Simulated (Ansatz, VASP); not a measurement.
# Two plane-wave programs on Ga2BSb3

INCAR

```
PREC = Accurate
ENCUT = 600
EDIFF = 1E-6
ISMEAR = 0
SIGMA = 0.1
LREAL = F
LASPH = T
NELM = 80
ALGO = Normal
ISIF = 3
LWAVE = F
LCHARG = F
GGA = PE
IBRION = 2
NSW = 100
EDIFFG = -0.01
```

Contents of KPOINTS:

```
regular mesh
0
Gamma
  12 12 8
```

Contents of POSCAR:

```
Ga2BSb3
1.0
    5.1327556540      0.0000000000      0.0000000000
   -2.5663778270      4.4450967878      0.0000000000
    0.0000000000      0.0000000000      5.7491049135
Ga B Sb
2 1 3
Direct
    0.3333333333      0.6666666667      0.0000000000
    0.6666666667      0.3333333333      0.0000000000
    0.0000000000      0.0000000000      0.5000000000
    0.3333333333      0.6666666667      0.5000000000
    0.6666666667      0.3333333333      0.5000000000
    0.0000000000      0.0000000000      0.0000000000
```

Input for Ansatz:

```yaml
crystal:
  lattice:
    - [5.132755654, 0.0, 0.0]
    - [-2.566377827, 4.4450967878, 0.0]
    - [0.0, 0.0, 5.7491049135]
  atoms:
    - { symbol: Ga, position: [0.3333333333, 0.6666666667, 0.0] }
    - { symbol: Ga, position: [0.6666666667, 0.3333333333, 0.0] }
    - { symbol: B, position: [0.0, 0.0, 0.5] }
    - { symbol: Sb, position: [0.3333333333, 0.6666666667, 0.5] }
    - { symbol: Sb, position: [0.6666666667, 0.3333333333, 0.5] }
    - { symbol: Sb, position: [0.0, 0.0, 0.0] }
basis:
  ecutwfc: 420
kpoints:
  mp_grid: { grid: [12, 12, 8] }
hamiltonian:
  xc: pbe
scf:
  occupations: { method: gaussian, width: 0.1 }
output:
  forces: true
  stress: true
  eigenvalues: true
  write_density: true
  write_potential: true
  elf: true
  volumetric_format: npy
relax:
  adjacent_minimum: "off"
  f_tol: 0.01
  max_steps: 80
  cell: { stress_tol: 0.05 }
```

Change from the starting cell: species swapped into the Sn2Pd3Au type (P-3m1, No. 164).

Alike in both runs: task relaxation of cell and atoms; functional PBE; k mesh 12 × 12 × 8; occupations gaussian, width 0.1 eV; no spin polarisation.

|  | VASP | Ansatz |
| --- | --- | --- |
| version | VASP 6.6.1 | Ansatz 0.2.0 |
| potentials or method | VASP PAW PBE potentials, release 64 (Ga_d, B, Sb), cutoff 600 eV | scalar-relativistic, plane waves, PAW |
| valence electrons in the cell | 44 | 74 |

Ansatz gave:

```
gap on the k mesh at the Fermi level, each at its own relaxed structure (eV) : none
relaxed volume (Å³/atom)                                                     : 21.53
relaxed length of the cell vector where the two differ most in proportion (Å)              : 5.202
```

Estimate VASP's values.

gap on the k mesh at the Fermi level, each at its own relaxed structure (eV): none; relaxed volume (Å³/atom): 21.52; relaxed length of the cell vector where the two differ most in proportion (Å): 5.202.

A gap of «none» marks a metal or a gap that the smearing closes. VASP's potentials hold 44 valence electrons a cell and Ansatz's 74, so a difference there can come from the potentials and not from the codes.

Neither program's run includes spin-orbit coupling. Noted on VASP's run: too few bands were computed for a metal, which touches its energy and stress.
